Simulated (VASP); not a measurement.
# TaN (P-6m2) in VASP: a series of runs

Runs on TaN. Level: PBEsol. Tasks: single point.

All numbers are computed with VASP 6.6.1; they aren't measurements. Logs are shortened: lines on timing, memory, paths and dates and some standing lists are left out, and cuts for length are marked.

## Step 1: The cell of the first run

It takes space group P-6m2 (No. 187, hexagonal). The conventional cell has a = 2.938 Å, b = 2.938 Å, c = 2.883 Å, α = 90.00°, β = 90.00°, γ = 120.00°. Within 2.9 Å of Ta (site symmetry -6m2) lie 6 N at 2.23 Å and 2 Ta at 2.88 Å. Within 2.9 Å of N (site symmetry -6m2) lie 6 Ta at 2.23 Å and 2 N at 2.88 Å.

## Step 2: Single point, PBEsol

The input, INCAR:

```
ALGO = Normal
EDIFF = 1E-7
ENCUT = 520
GGA = PS
ISIF = 2
ISMEAR = -1
LASPH = True
LCHARG = False
LREAL = False
LWAVE = False
NBANDS = 15
NELM = 60
PREC = Accurate
SIGMA = 0.05
```

The input, KPOINTS:

```
k-points
0
Gamma
  13 13 12
```

The input, POSCAR:

```
TaN
1.0
    2.9380000000      0.0000000000      0.0000000000
   -1.4690000000      2.5443830000      0.0000000000
    0.0000000000      0.0000000000      2.8830000000
Ta N
1 1
Direct
    0.3333333333      0.6666666667      0.5000000000
    0.0000000000      0.0000000000      0.0000000000
```

Potentials or basis: VASP PAW PBE potentials, release 64 (Ta_pv, N).

Run with:

```console
$ cat potpaw_PBE.64/Ta_pv/POTCAR potpaw_PBE.64/N/POTCAR > POTCAR
$ mpirun -np 1 vasp_std > vasp.out
```

OUTCAR:

```text
EDIFF = 1E-7
   ENCUT = 520
   GGA = PS
   ISIF = 2
   ISMEAR = -1
   LASPH = True
   LREAL = False
   NELM = 60
   PREC = Accurate

 ion  position               nearest neighbor table
   1  0.333  0.667  0.500-   2 2.23   2 2.23   2 2.23   2 2.23   2 2.23   2 2.23
   2  0.000  0.000  0.000-   1 2.23   1 2.23   1 2.23   1 2.23   1 2.23   1 2.23

  LATTYP: Found a hexagonal cell.
 ALAT       =     2.9380000000
 C/A-ratio  =     0.9812797822

  Lattice vectors:

 A1 = (   2.9380000000,   0.0000000000,   0.0000000000)
 A2 = (  -1.4690000000,   2.5443830000,   0.0000000000)
 A3 = (   0.0000000000,   0.0000000000,   2.8830000000)

Analysis of symmetry for initial positions (statically):
=====================================================================
 Subroutine PRICEL returns:
 Original cell was already a primitive cell.

 Routine SETGRP: Setting up the symmetry group for a
 hexagonal supercell.

 Subroutine GETGRP returns: Found 12 space group operations
 (whereof 12 operations were pure point group operations)
 out of a pool of 24 trial point group operations.

The static configuration has the point symmetry D_3h.

Analysis of symmetry for dynamics (positions and initial velocities):
=====================================================================
 Subroutine PRICEL returns:
 Original cell was already a primitive cell.

 Routine SETGRP: Setting up the symmetry group for a
 hexagonal supercell.

 Subroutine GETGRP returns: Found 12 space group operations
 (whereof 12 operations were pure point group operations)
 out of a pool of 24 trial point group operations.

The dynamic configuration has the point symmetry D_3h.

 Subroutine INISYM returns: Found 12 space group operations
 (whereof 12 operations are pure point group operations),
 and found     1 'primitive' translations

----------------------------------------------------------------------------------------

                                     Primitive cell

  volume of cell :      21.5516

  direct lattice vectors                    reciprocal lattice vectors
     2.938000000  0.000000000  0.000000000     0.340367597  0.196511296  0.000000000
    -1.469000000  2.544383000  0.000000000     0.000000000  0.393022591  0.000000000
     0.000000000  0.000000000  2.883000000     0.000000000  0.000000000  0.346860909

  length of vectors
     2.938000000  2.938000315  2.883000000     0.393022633  0.393022591  0.346860909

  position of ions in fractional coordinates (direct lattice)
[... 83 lines left out ...]
   IBRION =     -1    ionic relax: 0-MD 1-quasi-New 2-CG
   NFREE  =      0    steps in history (QN), initial steepest desc. (CG)
   ISIF   =      2    stress and relaxation
   ISYM   =      2    0-nonsym 1-usesym 2-fastsym
   POTIM  = 0.5000    time-step for ionic-motion
   TEBEG  =    0.0;   TEEND  =   0.0 temperature during run
   PSTRESS=    0.0 pullay stress
   NELECT =      16.0000    total number of electrons
   NUPDOWN=      -1.0000    fix difference up-down
   EMIN   =  10.00;   EMAX   =-10.00  energy-range for DOS
   EFERMI =   0.00;   METHOD = LEGACY
   ISMEAR =    -1;   SIGMA  =   0.05  broadening in eV -4-tet -1-fermi 0-gaus
   EFERMI_NEDOS =   21; number of points for ismear=-14 and -15
   IALGO  =     38    algorithm
   IMIX   =      4    mixing-type and parameters
     AMIX     =   0.40;   BMIX     =  1.00
     AMIX_MAG =   1.60;   BMIX_MAG =  1.00
  volume/ion in A,a.u.               =      10.78        72.72
  Fermi-wavevector in a.u.,A,eV,Ry     =   1.482365  2.801264 29.897528  2.197406
  Thomas-Fermi vector in A             =   2.596160
   LORBIT       =      0    0 simple, 1 ext, 2 COOP (PROOUT), +10 PAW based schemes
   GGA     = PS    functional components
   LHFCALC =     F    Hartree Fock is set to
   AEXX    =    0.0000 exact exchange contribution
   IVDW    =     0    specifies the selected vdW correction
   LEPSILON=     F    determine dielectric tensor
   LRPA    =     F    only Hartree local field effects (RPA)
 non-spin polarized calculation
  energy-cutoff  :      520.00
  volume of cell :       21.55
 maximum number of plane-waves:       605
 NGX is ok and might be reduce to    24
   NGX = 11   NGY = 11   NGZ = 11

 number of electron      16.0000001 magnetization

 Free energy of the ion-electron system (eV)
  ---------------------------------------------------
  ext. energy  EPLUGINS =         0.00000000
  ---------------------------------------------------
  free energy    TOTEN  =       -23.80305538 eV

  energy without entropy =      -23.80250511  energy(sigma->0) =      -23.80278024

 E-fermi :   8.0884     XC(G=0): -13.5052

 val. band max:        8.0420907914   @ k =   0.0000   0.0000   0.4167
 cond. band min:       8.1963683932   @ k =   0.0769  -0.0000   0.5000
 fundamental gap:      0.1542776018
 Fermi energy:         8.0883789481

 k-point     1 :       0.0000    0.0000    0.0000
  band No.  band energies     occupation
      1     -26.6872      2.00000
      2     -26.4218      2.00000
      3     -26.4218      2.00000
      4      -9.6439      2.00000
      5       3.5296      2.00000
      6       3.5296      2.00000
      7       3.8661      2.00000
      8       5.1835      2.00000
      9      10.3071      0.00000
     10      11.6900      0.00000
     11      11.6900      0.00000
     12      12.0711      0.00000
     13      12.0711      0.00000
     14      21.0984      0.00000
[... 401 lines left out ...]
      2     -26.6517      2.00000
      3     -26.4678      2.00000
      4      -9.0490      2.00000
      5       2.4147      2.00000
      6       3.5936      2.00000
      7       3.8946      2.00000
      8       5.2974      2.00000
      9      10.6041      0.00000
     10      10.7645      0.00000
     11      11.7984      0.00000
     12      12.7410      0.00000
     13      13.0122      0.00000
     14      20.9881      0.00000
     15      21.4963      0.00000

 [... further k-points ...]
[... 5 lines left out ...]
  --------------------------------------------------------------------------------------
  -------------------------------------------------------------------------------------
  Total       -0.5497648     -0.5497650     -0.5484801      0.0000000     -0.0000000      0.0000000
  in kB      -40.8703744    -40.8703861    -40.7748630      0.0000000     -0.0000000      0.0000000
  external PRESSURE =     -40.8385412 kB  Pullay stress =       0.0000000 kB

 VOLUME and BASIS-vectors are now :
 -----------------------------------------------------------------------------
  energy-cutoff  :      520.00
  volume of cell :       21.55
      direct lattice vectors                 reciprocal lattice vectors
     2.938000000  0.000000000  0.000000000     0.340367597  0.196511296  0.000000000
    -1.469000000  2.544383000  0.000000000     0.000000000  0.393022591  0.000000000
     0.000000000  0.000000000  2.883000000     0.000000000  0.000000000  0.346860909

 POSITION                                       TOTAL-FORCE (eV/Angst)
 -----------------------------------------------------------------------------------
     -0.00000      1.69626      1.44150        -0.000000     -0.000000      0.000000
      0.00000      0.00000      0.00000         0.000000      0.000000      0.000000
 -----------------------------------------------------------------------------------
    total drift:                                0.000000      0.000005     -0.000000

  FREE ENERGIE OF THE ION-ELECTRON SYSTEM (eV)
  ---------------------------------------------------
  free  energy   TOTEN  =       -23.8030553813 eV

  energy  without entropy=      -23.8025051074  energy(sigma->0) =      -23.80278024
```

stdout:

```text
POSCAR found type information on POSCAR TaN
 POSCAR found :  2 types and       2 ions
 scaLAPACK will be used
 -----------------------------------------------------------------------------
|                                                                             |
|                                                                             |
|     You enforced a specific xc type in the INCAR file but a different       |
|     I HOPE YOU KNOW WHAT YOU ARE DOING!                                     |
|                                                                             |
 -----------------------------------------------------------------------------

 LDA part: xc-table for (Slater+PW92), standard interpolation
 POSCAR, INCAR and KPOINTS ok, starting setup
 FFT: planning ... GRIDC
 FFT: planning ... GRID_SOFT
 FFT: planning ... GRID
 WAVECAR not read
 entering main loop
```

It took 15 s on 1 thread of Intel Xeon 6975P-C (Granite Rapids), shared host; peak memory 0.16 GiB.

What came out:

```yaml
Free_energy: -23.8031 eV
Pressure: -4.1 GPa
Band_gap_on_the_k_mesh: zero (band 8 reaches 8.30 eV, above the bottom of band 9 at 7.99 eV)
```

Levels at points of the mesh, in eV from the Fermi level:
```tsv
k point	band 5	band 6	band 7	band 8	band 9	band 10	band 11	band 12
(0.00, 0.00, 0.00)	-4.56	-4.56	-4.22	-2.90	2.22	3.60	3.60	3.98
(0.00, 0.00, 0.50)	-9.38	-3.74	-3.74	-0.10	-0.10	2.44	3.30	3.30
```

Caveat: the PAW data sets were made with another functional, which shifts forces and pressure a little; spin-orbit coupling is left out, which moves the levels of the heavy elements.

## Step 3: Single point, PBEsol

The input, INCAR:

```
SYSTEM = TaN
PREC = Accurate
ENCUT = 520
EDIFF = 1E-6
ISMEAR = -1
SIGMA = 0.05
LREAL = .FALSE.
LASPH = .TRUE.
NELM = 80
ALGO = Normal
ISIF = 2
LWAVE = .FALSE.
LCHARG = .FALSE.
GGA = PS
NBANDS = 15
```

The input, KPOINTS:

```
regular mesh
0
G
  13 13 12
  0 0 0
```

The input, POSCAR:

```
TaN
1.0
    2.9575866667      0.0000000000      0.0000000000
   -1.4787933333      2.5613455533      0.0000000000
    0.0000000000      0.0000000000      2.8449410114
Ta N
1 1
Direct
    0.3333333333      0.6666666667      0.5000000000
    0.0000000000      0.0000000000      0.0000000000
```

Potentials or basis: VASP PAW PBE potentials, release 64 (Ta_pv, N).

Run with:

```console
$ cat potpaw_PBE.64/Ta_pv/POTCAR potpaw_PBE.64/N/POTCAR > POTCAR
$ mpirun -np 1 vasp_std > vasp.out
```

OUTCAR:

```text
SYSTEM = TaN
   PREC = Accurate
   ENCUT = 520
   EDIFF = 1E-6
   ISMEAR = -1
   LREAL = .FALSE.
   LASPH = .TRUE.
   NELM = 80
   ISIF = 2
   GGA = PS

 ion  position               nearest neighbor table
   1  0.333  0.667  0.500-   2 2.22   2 2.22   2 2.22   2 2.22   2 2.22   2 2.22
   2  0.000  0.000  0.000-   1 2.22   1 2.22   1 2.22   1 2.22   1 2.22   1 2.22

  LATTYP: Found a hexagonal cell.
 ALAT       =     2.9575866667
 C/A-ratio  =     0.9619129824

  Lattice vectors:

[... 618 lines left out ...]

------------------------ aborting loop because EDIFF is reached ----------------------------------------

  FORCE on cell =-STRESS in cart. coord.  units (eV):
  Direction    XX          YY          ZZ          XY          YZ          ZX
  --------------------------------------------------------------------------------------
  -------------------------------------------------------------------------------------
  Total       -1.0383758     -1.0383761      0.6870628     -0.0000000      0.0000000      0.0000000
  in kB      -77.1944740    -77.1944961     51.0773189     -0.0000000      0.0000000      0.0000000
  external PRESSURE =     -34.4372171 kB  Pullay stress =       0.0000000 kB

 VOLUME and BASIS-vectors are now :
 -----------------------------------------------------------------------------
  energy-cutoff  :      520.00
  volume of cell :       21.55
      direct lattice vectors                 reciprocal lattice vectors
     2.957586667  0.000000000  0.000000000     0.338113507  0.195209896  0.000000000
    -1.478793333  2.561345553  0.000000000     0.000000000  0.390419793  0.000000000
     0.000000000  0.000000000  2.844941011     0.000000000  0.000000000  0.351501137

 POSITION                                       TOTAL-FORCE (eV/Angst)
 -----------------------------------------------------------------------------------
     -0.00000      1.70756      1.42247         0.000000     -0.000000      0.000000
      0.00000      0.00000      0.00000        -0.000000      0.000000      0.000000
 -----------------------------------------------------------------------------------
    total drift:                                0.000000      0.000005     -0.000000

  FREE ENERGIE OF THE ION-ELECTRON SYSTEM (eV)
  ---------------------------------------------------
  free  energy   TOTEN  =       -23.7916207510 eV

  energy  without entropy=      -23.7911381545  energy(sigma->0) =      -23.79137945
```

OSZICAR:

```text
N       E                     dE             d eps       ncg     rms          rms(c)
DAV:   1     0.898953751927E+02    0.89895E+02   -0.87362E+03  4410   0.113E+03
DAV:   2    -0.233316328921E+02   -0.11323E+03   -0.10651E+03  5320   0.306E+02
DAV:   3    -0.261155181877E+02   -0.27839E+01   -0.27712E+01  4991   0.446E+01
DAV:   4    -0.261265699899E+02   -0.11052E-01   -0.11049E-01  5789   0.308E+00
DAV:   5    -0.261266370302E+02   -0.67040E-04   -0.67036E-04  5047   0.225E-01    0.239E+01
DAV:   6    -0.238968453993E+02    0.22298E+01   -0.35048E+00  5720   0.224E+01    0.102E+01
DAV:   7    -0.238272733470E+02    0.69572E-01   -0.51856E-01  4928   0.575E+00    0.696E+00
DAV:   8    -0.237989029225E+02    0.28370E-01   -0.15421E-01  5418   0.325E+00    0.148E+00
DAV:   9    -0.237917515453E+02    0.71514E-02   -0.15489E-02  5019   0.102E+00    0.191E-01
DAV:  10    -0.237916916022E+02    0.59943E-04   -0.10210E-03  5467   0.375E-01    0.960E-02
DAV:  11    -0.237916201376E+02    0.71465E-04   -0.92707E-05  5166   0.103E-01    0.107E-02
DAV:  12    -0.237916207613E+02   -0.62370E-06   -0.11379E-05  4753   0.298E-02    0.450E-03
DAV:  13    -0.237916207510E+02    0.10244E-07   -0.24192E-08  2429   0.162E-03
   1 F= -.23791621E+02 E0= -.23791379E+02  d E =-.482596E-03
```

stdout:

```text
POSCAR found type information on POSCAR TaN
 POSCAR found :  2 types and       2 ions
 scaLAPACK will be used
 -----------------------------------------------------------------------------
|                                                                             |
|                                                                             |
|     You enforced a specific xc type in the INCAR file but a different       |
|     I HOPE YOU KNOW WHAT YOU ARE DOING!                                     |
|                                                                             |
 -----------------------------------------------------------------------------

 LDA part: xc-table for (Slater+PW92), standard interpolation
 POSCAR, INCAR and KPOINTS ok, starting setup
 FFT: planning ... GRIDC
 FFT: planning ... GRID_SOFT
 FFT: planning ... GRID
 WAVECAR not read
 entering main loop
```

Run time: 15 s. Hardware: 1 thread of Intel Xeon 6975P-C (Granite Rapids), shared host; peak memory 0.17 GiB.

What came out:

| Item | Value |
| --- | --- |
| Free energy | -23.7916 eV |
| Pressure | -3.4 GPa |
| Band gap on the k mesh | zero (band 8 reaches 8.28 eV, above the bottom of band 9 at 8.02 eV) |

Caveat: the PAW data sets were made with another functional, which shifts forces and pressure a little; spin-orbit coupling is left out, which moves the levels of the heavy elements.
